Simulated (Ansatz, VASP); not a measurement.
# AlN: VASP beside Ansatz

The input INCAR:

```
ALGO = Normal
EDIFF = 1E-7
ENCUT = 520
GGA = PS
ISIF = 2
ISMEAR = 0
LASPH = True
LCHARG = False
LREAL = False
LWAVE = False
NBANDS = 26
NELM = 60
PREC = Accurate
SIGMA = 0.05
```

File KPOINTS:

```
k-points
0
Gamma
  6 6 6
```

Contents of POSCAR:

```
AlN
1.0
    4.3771405283      0.0000000000      0.0000000000
    0.0000000000     -4.3771405283      0.0000000000
    0.0000000000      0.0000000000     -4.3771405283
Al N
4 4
Direct
   -0.1017735824     -0.0863577483     -0.1017735824
    0.5000000000      0.5000000000      0.0000000000
    0.5000000000      0.0000000000      0.5000000000
    0.0000000000      0.5000000000      0.5000000000
    0.7500000000      0.7500000000      0.7500000000
    0.2500000000      0.2500000000      0.7500000000
    0.2500000000      0.7500000000      0.2500000000
    0.7500000000      0.2500000000      0.2500000000
```

Input for Ansatz:

```yaml
crystal:
  lattice:
    - [4.3771405283, 0.0, 0.0]
    - [0.0, -4.3771405283, 0.0]
    - [0.0, 0.0, -4.3771405283]
  atoms:
    - { symbol: Al, position: [-0.1017735824, -0.0863577483, -0.1017735824] }
    - { symbol: Al, position: [0.5, 0.5, 0.0] }
    - { symbol: Al, position: [0.5, 0.0, 0.5] }
    - { symbol: Al, position: [0.0, 0.5, 0.5] }
    - { symbol: "N", position: [0.75, 0.75, 0.75] }
    - { symbol: "N", position: [0.25, 0.25, 0.75] }
    - { symbol: "N", position: [0.25, 0.75, 0.25] }
    - { symbol: "N", position: [0.75, 0.25, 0.25] }
basis:
  ecutwfc: 420
kpoints:
  mp_grid: { grid: [6, 6, 6] }
hamiltonian:
  xc: pbesol
  pseudopotentials: { kind: paw, azcp: { folder: soft_1 } }
scf:
  occupations: { method: gaussian, width: 0.05 }
output:
  forces: true
  stress: true
  eigenvalues: true
  write_density: true
  write_potential: true
  elf: true
  volumetric_format: npy
```

Alike in both runs: task single point; functional PBEsol; k mesh 6 × 6 × 6; occupations gaussian, width 0.05 eV; no spin polarisation.

|  | VASP | Ansatz |
| --- | --- | --- |
| version | VASP 6.6.1 | Ansatz 0.2.0 |
| potentials or method | VASP PAW PBE potentials, release 64 (Al, N), cutoff 520 eV | scalar-relativistic, plane waves, PAW |
| valence electrons in the cell | 32 | 32 |

```csv
,VASP,Ansatz,Ansatz less VASP
gap on the k mesh at the Fermi level (eV),1.48,1.47,-0.003
least direct gap on the mesh (eV),1.67,1.67,0.000
rms of the force components (eV/Å),20.738,22.311,+1.5735
```

VASP's potentials were made for PBE, not for PBEsol, and Ansatz warns of the same on its side. Atom by atom the forces differ by 1.577 eV/Å (rms over components).
